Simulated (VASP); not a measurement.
Runs of VASP 6.6.1 on ScAl4As. The structure is that of space group F-43m (No. 216), or close to it. The cells are those of the table. 

```tsv
task	cell	k mesh	cutoff (eV)	gap on the mesh (eV)	pressure (GPa)	relaxed volume (Å³/atom)	largest force (eV/Å)
relaxation of cell and atoms	relaxed from a = 6.393 Å, angles 60.0°, 6 atoms	8 × 8 × 8	600	none	0.0	31.01	-
single point	a = 6.406 Å, angles 60.0°, 6 atoms	8 × 8 × 8	520	none	0.0	-	0.01
relaxation of cell and atoms	relaxed from a = 5.363 Å, angles 60.0°, 6 atoms	4 × 4 × 4	600	none	0.0	(a)	-
single point	a = 6.393 Å, angles 60.0°, 6 atoms	4 × 4 × 4	520	none	0.3	-	(b)
single point	a = 5.363 Å, angles 60.0°, 6 atoms	4 × 4 × 4	520	none	61.7	-	4.42
```

Alike in all rows: level PBE; potentials or basis VASP PAW PBE potentials, release 64 (Sc_sv, Al, As); no spin polarisation; smearing gaussian 0.1 eV.

Problem. Estimate the missing entries.

Solution. (a) 31.08; (b) 0.04.

Caveats: the volume moved by over 15 % at a fixed basis, so the end points are rough (some runs); forces of over 1 eV/Å act on the atoms, so gaps and moduli don't describe the material at rest (some runs).

A k mesh can miss the band edges, and the runs leave out spin-orbit coupling on As.

A gap of «none» marks levels without a gap at the run's occupations.
